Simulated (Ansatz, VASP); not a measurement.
## W in VASP and in Ansatz

Contents of INCAR:

```
PREC = Accurate
ENCUT = 500
EDIFF = 1E-6
ISMEAR = 1
SIGMA = 0.01
LREAL = F
LASPH = T
NELM = 120
ALGO = Normal
ISIF = 2
LWAVE = F
LCHARG = F
GGA = LIBXC
LIBXC1 = GGA_X_B88
LIBXC2 = GGA_C_PBE
NBANDS = 13
GGA_COMPAT = F
```

File KPOINTS:

```
regular mesh
0
Gamma
  12 12 12
```

POSCAR

```
W
1.0
   -1.6133792515      1.6133792515      1.6133792515
    1.6133792515     -1.6133792515      1.6133792515
    1.6133792515      1.6133792515     -1.6133792515
W
1
Direct
    0.0000000000      0.0000000000      0.0000000000
```

File input.yaml:

```yaml
crystal:
  lattice:
    - [-1.6133792515, 1.6133792515, 1.6133792515]
    - [1.6133792515, -1.6133792515, 1.6133792515]
    - [1.6133792515, 1.6133792515, -1.6133792515]
  atoms:
    - { symbol: W, position: [0.0, 0.0, 0.0] }
kpoints:
  mp_grid: { grid: [12, 12, 12] }
scf:
  occupations: { method: cold, width: 0.01 }
hamiltonian:
  xc: { exchange: b88, correlation: pbe }
  pseudopotentials: { kind: all_electron, lapw: { basis_error: 0.002 } }
output:
  forces: true
  stress: true
  eigenvalues: true
```

Change from the starting cell: volume scaled by 1.06.

Alike in both runs: task single point; functional b88 exchange, pbe correlation; k mesh 12 × 12 × 12; no spin polarisation.

|  | VASP | Ansatz |
| --- | --- | --- |
| version | VASP 6.6.1 | Ansatz 0.2.0 |
| potentials or method | VASP PAW PBE potentials, release 64 (W_sv), cutoff 500 eV | all-electron LAPW, scalar-relativistic |
| occupations | methfessel-paxton of order 1, width 0.01 eV | cold, width 0.01 eV |

|  | VASP | Ansatz | Ansatz less VASP |
| --- | --- | --- | --- |
| gap on the k mesh at the Fermi level (eV) | none | none | - |
| pressure (GPa) | -10.8 | -11.0 | -0.19 |

VASP's potentials were made for PBE, not for b88 exchange, pbe correlation. A gap of «none» marks a metal or a gap that the smearing closes. Ansatz ran all-electron here, and VASP with PAW potentials.

Neither program's run includes spin-orbit coupling.
